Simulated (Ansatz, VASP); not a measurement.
## Two plane-wave programs on MgO

File INCAR:

```
SYSTEM = MgO
ALGO = Normal ; EDIFF = 1E-6
ENCUT = 520 ; GGA = PE
ISIF = 2 ; ISMEAR = 0
LASPH = .TRUE. ; LCHARG = .FALSE.
LREAL = .FALSE. ; LWAVE = .FALSE.
NBANDS = 16 ; NELM = 100
PREC = Accurate ; SIGMA = 0.05
```

File KPOINTS:

```
k-points
0
G
  9 9 6
  0 0 0
```

The input POSCAR:

```
MgO
1.0
    3.3152853999      0.0000000000      0.0000000000
   -1.6576427000      2.8711213771      0.0000000000
    0.0000000000      0.0000000000      4.9850000000
Mg O
2 2
Direct
    0.3333333333      0.6666666667      0.0063188013
    0.6666666667      0.3333333333      0.5063188013
    0.3333333333      0.6666666667      0.3982811987
    0.6666666667      0.3333333333      0.8982811987
```

Input for Ansatz:

```yaml
crystal:
  lattice:
    - [3.3152853999, 0.0, 0.0]
    - [-1.6576427, 2.8711213771, 0.0]
    - [0.0, 0.0, 4.985]
  atoms:
    - { symbol: Mg, position: [0.3333333333, 0.6666666667, 0.0063188013] }
    - { symbol: Mg, position: [0.6666666667, 0.3333333333, 0.5063188013] }
    - { symbol: O, position: [0.3333333333, 0.6666666667, 0.3982811987] }
    - { symbol: O, position: [0.6666666667, 0.3333333333, 0.8982811987] }
basis:
  ecutwfc: 520.0
kpoints:
  mp_grid: { grid: [9, 9, 6] }
hamiltonian:
  xc: pbe
  pseudopotentials: { kind: paw, azcp: { folder: soft_1 } }
scf:
  occupations: { method: gaussian, width: 0.05 }
output:
  forces: true
  stress: true
  eigenvalues: true
  write_density: true
  write_potential: true
  elf: true
  volumetric_format: npy
```

Alike in both runs: task single point; functional PBE; k mesh 9 × 9 × 6; occupations gaussian, width 0.05 eV; no spin polarisation.

|  | VASP | Ansatz |
| --- | --- | --- |
| version | VASP 6.6.1 | Ansatz 0.2.0 |
| potentials or method | VASP PAW PBE potentials, release 64 (Mg, O), cutoff 520 eV | scalar-relativistic, plane waves, PAW |
| valence electrons in the cell | 16 | 32 |

|  | VASP | Ansatz | Ansatz less VASP |
| --- | --- | --- | --- |
| gap on the k mesh at the Fermi level (eV) | 3.49 | 3.51 | +0.020 |
| least direct gap on the mesh (eV) | 3.49 | 3.51 | +0.020 |
| pressure (GPa) | 2.7 | 3.1 | +0.44 |
| traceless stress, the component that is largest in VASP (GPa) | 3.59 | 3.51 | -0.078 |
| rms of the force components (eV/Å) | 0.185 | 0.184 | -0.0011 |

Atom by atom the forces differ by 0.001 eV/Å (rms over components). VASP's potentials hold 16 valence electrons a cell and Ansatz's 32, so a difference there can come from the potentials and not from the codes.
